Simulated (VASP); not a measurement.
# Sn (R-3m) in VASP: notebook

Sn is run at these levels: r2SCAN; tasks: single point.

Everything below comes from runs of VASP 6.6.1. Logs are shortened: lines on timing, memory, paths and dates and some standing lists are left out, and cuts for length are marked.

**1. The cell of the first run**

Symmetry: R-3m, No. 166, trigonal system. Conventional cell: a = 4.779 Å, b = 4.779 Å, c = 4.126 Å, α = 90.00°, β = 90.00°, γ = 120.00°. Sn (site symmetry -3m) has 14 Sn at 3.08 to 4.13 Å within 4.2 Å.

**2. Single point, r2SCAN**

File POSCAR:

```
Sn
1.0
   -1.4587075015      1.9205376757      1.9205376757
    1.9205376757     -1.4587075015      1.9205376757
    1.9205376757      1.9205376757     -1.4587075015
Sn
1
Direct
    0.0000000000      0.0000000000      0.0000000000
```

File INCAR.step1:

```
PREC = Accurate
ENCUT = 520
ISMEAR = 0
SIGMA = 0.15
LREAL = False
LASPH = True
NELM = 100
NBANDS = 13
GGA = PE
ALGO = Normal
EDIFF = 1E-4
LWAVE = True
LCHARG = False
```

File INCAR.step2:

```
PREC = Accurate
ENCUT = 520
EDIFF = 1E-6
ISMEAR = 0
SIGMA = 0.15
LREAL = False
LASPH = True
NELM = 100
ALGO = Normal
ISIF = 2
LWAVE = False
LCHARG = False
METAGGA = R2SCAN
LMIXTAU = True
NBANDS = 13
ISTART = 1
```

File KPOINTS:

```
Automatic mesh
0
Gamma
  20 20 20
```

Potentials or basis: VASP PAW PBE potentials, release 64 (Sn_d).

The run is started by

```sh
> cat potpaw_PBE.64/Sn_d/POTCAR > POTCAR
> cp INCAR.step1 INCAR
> mpirun -np 1 vasp_std > vasp.out
> cp INCAR.step2 INCAR
> mpirun -np 1 vasp_std > vasp.out
```

OUTCAR:

```text
PREC = Accurate
   ENCUT = 520
   EDIFF = 1E-6
   ISMEAR = 0
   LREAL = False
   LASPH = True
   NELM = 100
   ISIF = 2
   METAGGA = R2SCAN
   ISTART = 1

 ion  position               nearest neighbor table
   1  0.000  0.000  0.000-

  LATTYP: Found a trigonal (rhomboedric) cell.
 ALAT       =     3.0829786737
 COS(alpha) =    -0.2014297013

  Lattice vectors:

 A1 = (  -1.4587075015,   1.9205376757,   1.9205376757)
 A2 = (   1.9205376757,  -1.4587075015,   1.9205376757)
 A3 = (   1.9205376757,   1.9205376757,  -1.4587075015)

Analysis of symmetry for initial positions (statically):
=====================================================================
 Subroutine PRICEL returns:
 Original cell was already a primitive cell.

 Routine SETGRP: Setting up the symmetry group for a
 trigonal (rhombohedral) supercell.

 Subroutine GETGRP returns: Found 12 space group operations
 (whereof 12 operations were pure point group operations)
 out of a pool of 12 trial point group operations.

The static configuration has the point symmetry D_3d.

Analysis of symmetry for dynamics (positions and initial velocities):
=====================================================================
 Subroutine PRICEL returns:
 Original cell was already a primitive cell.

 Routine SETGRP: Setting up the symmetry group for a
 trigonal (rhombohedral) supercell.

 Subroutine GETGRP returns: Found 12 space group operations
 (whereof 12 operations were pure point group operations)
 out of a pool of 12 trial point group operations.

The dynamic configuration has the point symmetry D_3d.

 Subroutine INISYM returns: Found 12 space group operations
 (whereof 12 operations are pure point group operations),
 and found     1 'primitive' translations

----------------------------------------------------------------------------------------

                                     Primitive cell

  volume of cell :      27.2050

  direct lattice vectors                    reciprocal lattice vectors
    -1.458707501  1.920537676  1.920537676    -0.057365896  0.238558178  0.238558178
     1.920537676 -1.458707501  1.920537676     0.238558178 -0.057365896  0.238558178
     1.920537676  1.920537676 -1.458707501     0.238558178  0.238558178 -0.057365896

  length of vectors
     3.082978674  3.082978674  3.082978674     0.342214632  0.342214632  0.342214632

  position of ions in fractional coordinates (direct lattice)
     0.000000000  0.000000000  0.000000000

  ion indices of the primitive-cell ions
   primitive index   ion index
                 1           1

----------------------------------------------------------------------------------------

 KPOINTS: Automatic mesh

Automatic generation of k-mesh.
 Grid dimensions read from file:
 generate k-points for:   20   20   20

 Generating k-lattice:

  Cartesian coordinates                     Fractional coordinates (reciprocal lattice)
    -0.002868295  0.011927909  0.011927909     0.050000000  0.000000000  0.000000000
     0.011927909 -0.002868295  0.011927909     0.000000000  0.050000000  0.000000000
     0.011927909  0.011927909 -0.002868295     0.000000000  0.000000000  0.050000000

  Length of vectors
     0.017110732  0.017110732  0.017110732

  Shift w.r.t. Gamma in fractional coordinates (k-lattice)
     0.000000000  0.000000000  0.000000000

 Subroutine IBZKPT returns following result:
 ===========================================

 Found    781 irreducible k-points:

 Following reciprocal coordinates:
            Coordinates               Weight
  0.000000  0.000000  0.000000      1.000000
  0.050000  0.000000  0.000000      6.000000
  0.100000  0.000000  0.000000      6.000000
  0.150000  0.000000  0.000000      6.000000
  0.200000  0.000000  0.000000      6.000000
  0.250000  0.000000  0.000000      6.000000
[... 16 lines left out ...]
 -0.400000  0.050000  0.000000     12.000000
 -0.350000  0.050000  0.000000     12.000000
 [... further k-points ...]
   k-points           NKPTS =    781   k-points in BZ     NKDIM =    781   number of bands    NBANDS=     13
   number of dos      NEDOS =    301   number of ions     NIONS =      1
   total plane-waves  NPLWV =  13824
   dimension x,y,z NGX =    24 NGY =   24 NGZ =   24
   dimension x,y,z NGXF=    48 NGYF=   48 NGZF=   48
   ions per type =               1
   NGX,Y,Z   is equivalent  to a cutoff of  12.94, 12.94, 12.94 a.u.
   NGXF,Y,Z  is equivalent  to a cutoff of  25.88, 25.88, 25.88 a.u.
 SYSTEM =  unknown system
   PREC   = accura    normal or accurate (medium, high low for compatibility)
   ISTART =      1    job   : 0-new  1-cont  2-samecut
   ICHARG =      0    charge: 1-file 2-atom 10-const
   ISPIN  =      1    spin polarized calculation?
   LNONCOLLINEAR =      F non collinear calculations
   LSORBIT =      F    spin-orbit coupling
   LASPH  =      T    aspherical Exc in radial PAW
   ENCUT  =  520.0 eV  38.22 Ry    6.18 a.u.   5.73  5.73  5.73*2*pi/ulx,y,z
   NELM   =    100;   NELMIN=  2; NELMDL=  0     # of ELM steps
   EDIFF  = 0.1E-05   stopping-criterion for ELM
   LREAL  =      F    real-space projection
   EDIFFG = 0.1E-04   stopping-criterion for IOM
   NSW    =      0    number of steps for IOM
   IBRION =     -1    ionic relax: 0-MD 1-quasi-New 2-CG
   NFREE  =      0    steps in history (QN), initial steepest desc. (CG)
   ISIF   =      2    stress and relaxation
   ISYM   =      2    0-nonsym 1-usesym 2-fastsym
   POTIM  = 0.5000    time-step for ionic-motion
   TEBEG  =    0.0;   TEEND  =   0.0 temperature during run
   PSTRESS=    0.0 pullay stress
   NELECT =      14.0000    total number of electrons
   NUPDOWN=      -1.0000    fix difference up-down
   EMIN   =  10.00;   EMAX   =-10.00  energy-range for DOS
   EFERMI =   0.00;   METHOD = LEGACY
   ISMEAR =     0;   SIGMA  =   0.15  broadening in eV -4-tet -1-fermi 0-gaus
   EFERMI_NEDOS =   21; number of points for ismear=-14 and -15
   IALGO  =     38    algorithm
   IMIX   =      4    mixing-type and parameters
     AMIX     =   0.40;   BMIX     =  1.00
     AMIX_MAG =   1.60;   BMIX_MAG =  1.00
  volume/ion in A,a.u.               =      27.20       183.59
  Fermi-wavevector in a.u.,A,eV,Ry     =   1.311902  2.479136 23.416813  1.721087
  Thomas-Fermi vector in A             =   2.442332
   LORBIT       =      0    0 simple, 1 ext, 2 COOP (PROOUT), +10 PAW based schemes
   METAGGA = R2SCAN    functional components
   LHFCALC =     F    Hartree Fock is set to
   AEXX    =    0.0000 exact exchange contribution
   IVDW    =     0    specifies the selected vdW correction
   LEPSILON=     F    determine dielectric tensor
   LRPA    =     F    only Hartree local field effects (RPA)
 non-spin polarized calculation
 Gauss-broadening in eV      SIGMA  =   0.15
  energy-cutoff  :      520.00
  volume of cell :       27.20
 maximum number of plane-waves:       749
   NGX = 11   NGY = 11   NGZ = 11

 number of electron      13.9999993 magnetization

 Free energy of the ion-electron system (eV)
  ---------------------------------------------------
  ext. energy  EPLUGINS =         0.00000000
  ---------------------------------------------------
  free energy    TOTEN  =       -24.47439412 eV

  energy without entropy =      -24.46723587  energy(sigma->0) =      -24.47081500

 E-fermi :   7.9687     XC(G=0): -11.1359

 val. band max:        7.9614349715   @ k =  -0.0500   0.2500   0.0500
 cond. band min:       7.9715743709   @ k =  -0.4500   0.5000   0.4500
 fundamental gap:      0.0101393994
 Fermi energy:         7.9686941752

 k-point     1 :       0.0000    0.0000    0.0000
  band No.  band energies     occupation
      1     -14.4369      2.00000
      2     -14.4369      2.00000
      3     -14.1432      2.00000
      4     -14.0637      2.00000
      5     -14.0637      2.00000
      6      -3.7576      2.00000
      7      13.6565      0.00000
      8      15.0868      0.00000
      9      15.0868      0.00000
     10      18.1436      0.00000
     11      18.1436      0.00000
     12      20.0174      0.00000
     13      24.3764      0.00000

 k-point     2 :       0.0500    0.0000    0.0000
  band No.  band energies     occupation
      1     -14.4367      2.00000
      2     -14.4300      2.00000
      3     -14.1439      2.00000
      4     -14.0654      2.00000
      5     -14.0644      2.00000
      6      -3.7104      2.00000
      7      13.3761      0.00000
      8      14.6310      0.00000
      9      15.0697      0.00000
     10      18.2328      0.00000
     11      18.7152      0.00000
     12      20.3097      0.00000
     13      24.0799      0.00000

 k-point     3 :       0.1000    0.0000    0.0000
  band No.  band energies     occupation
      1     -14.4361      2.00000
      2     -14.4104      2.00000
      3     -14.1457      2.00000
      4     -14.0706      2.00000
      5     -14.0665      2.00000
      6      -3.5688      2.00000
      7      12.3050      0.00000
      8      14.2781      0.00000
      9      15.0285      0.00000
     10      18.4839      0.00000
     11      19.4500      0.00000
     12      21.3381      0.00000
     13      23.3288      0.00000
[... 305 lines left out ...]
 k-point    23 :      -0.4000    0.0500    0.0000
  band No.  band energies     occupation
      1     -14.4286      2.00000
      2     -14.2748      2.00000
      3     -14.1276      2.00000
      4     -14.0944      2.00000
      5     -14.0747      2.00000
      6      -0.9580      2.00000
      7       4.4011      2.00000
      8      14.3627      0.00000
      9      15.3595      0.00000
     10      18.3966      0.00000
     11      19.2903      0.00000
     12      21.9617      0.00000
     13      23.0814      0.00000

 k-point    24 :      -0.3500    0.0500    0.0000
  band No.  band energies     occupation
      1     -14.4281      2.00000
      2     -14.2767      2.00000
      3     -14.1222      2.00000
      4     -14.1148      2.00000
      5     -14.0765      2.00000
      6      -1.5823      2.00000
      7       5.5626      2.00000
      8      14.4860      0.00000
      9      15.4960      0.00000
     10      18.5599      0.00000
     11      19.4680      0.00000
     12      21.1862      0.00000
     13      22.2413      0.00000

 [... further k-points ...]

------------------------ aborting loop because EDIFF is reached ----------------------------------------

  FORCE on cell =-STRESS in cart. coord.  units (eV):
  Direction    XX          YY          ZZ          XY          YZ          ZX
  --------------------------------------------------------------------------------------
  -------------------------------------------------------------------------------------
  Total        0.3469200      0.3469200      0.3469200      0.1629192      0.1629192      0.1629192
  in kB       20.4310970     20.4310970     20.4310970      9.5947711      9.5947711      9.5947711
  external PRESSURE =      20.4310970 kB  Pullay stress =       0.0000000 kB

 VOLUME and BASIS-vectors are now :
 -----------------------------------------------------------------------------
  energy-cutoff  :      520.00
  volume of cell :       27.20
      direct lattice vectors                 reciprocal lattice vectors
    -1.458707501  1.920537676  1.920537676    -0.057365896  0.238558178  0.238558178
     1.920537676 -1.458707501  1.920537676     0.238558178 -0.057365896  0.238558178
     1.920537676  1.920537676 -1.458707501     0.238558178  0.238558178 -0.057365896

 POSITION                                       TOTAL-FORCE (eV/Angst)
 -----------------------------------------------------------------------------------
      0.00000      0.00000      0.00000        -0.000000      0.000000      0.000000
 -----------------------------------------------------------------------------------
    total drift:                                0.000000     -0.000000      0.000000

  FREE ENERGIE OF THE ION-ELECTRON SYSTEM (eV)
  ---------------------------------------------------
  free  energy   TOTEN  =       -24.4743941229 eV

  energy  without entropy=      -24.4672358747  energy(sigma->0) =      -24.47081500
```

Wall time 12 min (1 thread of Oxide Virtual Turin-like, shared host); peak memory 0.32 GiB.

Results:

```yaml
Free_energy: -24.4744 eV
Pressure: 2.0 GPa
Band_gap_on_the_k_mesh: zero (bands 7 and 8 overlap by 7.49 eV)
```

Caveat: the PAW data sets were made with another functional, which shifts forces and pressure a little; spin-orbit coupling is left out, which moves the levels of the heavy elements.

[end of part 1 of 2]
